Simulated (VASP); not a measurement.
A run of VASP 6.6.1 is set up as follows.

Contents of INCAR:

```
SYSTEM = Si16C15
  ALGO = Normal
  EDIFF = 1E-6
  ENCUT = 520
  GGA = PS
  ISIF = 2
  ISMEAR = 0
  ISPIN = 2
  LASPH = .True.
  LCHARG = .False.
  LORBIT = 11
  LREAL = Auto
  LWAVE = .False.
  MAGMOM = 0.25 0 0 0 0 0 0 0 0.25 0 0.25 0.25 0 0 0 0 0 0 0 0 0 0 0 0 0 0 0 0 0 0 0
  NBANDS = 87
  NELECT = 123.0
  NELM = 150
  PREC = Accurate
  SIGMA = 0.01
```

The input KPOINTS:

```
k-points
0
Gamma
  2 2 2
  0 0 0
```

Contents of POSCAR:

```
Si16C15
1.0
    3.0780369007     -5.3313163111      0.0000000000
   -6.1560738114      0.0000000058      0.0000000000
    0.0000000000      0.0000000000    -10.0756978007
Si C
16 15
Direct
    0.3330484370      0.1686542137      0.0590235201
    0.8345814153      0.1703156897      0.0617849063
    0.3313033617      0.6670245337      0.0617935062
    0.8348297267      0.6668496731      0.0615636305
    0.1667570810      0.3348616788      0.5626178610
    0.6678958217      0.3350991714      0.5628088775
    0.1665241450      0.8337260662      0.5628014775
    0.6670645042      0.8345390533      0.5610110093
    0.5056658248      0.5087690235      0.3124875224
    1.0008182724      0.5008283979      0.3139842528
    0.5049321965      0.9967025667      0.3131307231
    0.9927738462      0.9959326403      0.3125164517
    0.0022520380      0.0024746084      0.8116732131
    0.4990050703      0.0026105292      0.8119251728
    0.0003440213      0.5013069528      0.8115503536
    0.4992048462      0.4994049120      0.8116652663
    0.8356821136      0.1705003634      0.2491696897
    0.3311560626      0.6659959108      0.2491714754
    0.8359573273      0.6656920201      0.2488966097
    0.1670625189      0.3346138418      0.7505510907
    0.6668399121      0.3347309243      0.7507409961
    0.1668777408      0.8348051428      0.7507366923
    0.6666828893      0.8349575778      0.7524656733
    0.4994013663      0.4989938127      0.4992220855
    1.0004492508      0.5011735056      0.5002282453
    0.4991613518      1.0024667033      0.4993342278
    1.0026060028      1.0022055644      0.4992377682
    0.0005031039      0.0016693389      1.0022280825
    0.4996085679      0.0020090997      1.0028676951
    0.0003154116      0.5013030265      0.9990645479
    0.5000206974      0.5011991940      1.0022223199
```

Potentials or basis: VASP PAW PBE potentials, release 64 (Si, C).

Command:

```bash
$ cat potpaw_PBE.64/Si/POTCAR potpaw_PBE.64/C/POTCAR > POTCAR
$ mpirun -np 1 vasp_std > vasp.out
```

(1) Predict the net moment.

(2) What does it give for the site moments?

(3) Predict the largest force.

Answers

(1) 0.49 μB per cell.

(2) Si -0.00, +0.00, +0.01, +0.04, +0.07 (each value once); C -0.00, +0.02, +0.01, +0.00 (each value once) μB.

(3) 0.065 eV/Å.

Caveat: the k points lie up to 0.59 Å⁻¹ apart; the cell carries a net charge on a neutralising background, which shifts energy and pressure; the cell differs from its parent crystal (atoms taken out, then relaxed in part); the PAW data sets were made with another functional, which shifts forces and pressure a little.
